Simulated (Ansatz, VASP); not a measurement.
## Two plane-wave programs on Mg2Te3O

```xyz
6
Lattice="-2.9469 2.9469 5.5245 2.9469 -2.9469 5.5245 2.9469 2.9469 -5.5245" Properties=species:S:1:pos:R:3 pbc="T T T"
Mg    0.0000    2.9469    2.7623
Mg    2.9469    0.0000    2.7623
Te    0.0000    0.0000    5.5245
Te    0.0000    2.9469    0.0000
Te    2.9469    0.0000    0.0000
O     0.0000    0.0000    0.0000
```

Alike in both runs: task relaxation of cell and atoms; functional PBE; k mesh 10 × 10 × 10; occupations gaussian, width 0.1 eV; no spin polarisation.

|  | VASP | Ansatz |
| --- | --- | --- |
| version | VASP 6.6.1 | Ansatz 0.2.0 |
| potentials or method | VASP PAW PBE potentials, release 64 (Mg, Te, O), cutoff 600 eV | scalar-relativistic, plane waves, PAW |
| valence electrons in the cell | 28 | 74 |

```tsv
	VASP	Ansatz	Ansatz less VASP
gap on the k mesh at the Fermi level, each at its own relaxed structure (eV)	none	none	-
relaxed volume (Å³/atom)	31.60	31.63	+0.033
relaxed length of the cell vector where the two differ most in proportion (Å)	6.955	6.954	-0.0009
```

A gap of «none» marks a metal or a gap that the smearing closes. VASP's potentials hold 28 valence electrons a cell and Ansatz's 74, so a difference there can come from the potentials and not from the codes.

Neither program's run includes spin-orbit coupling.
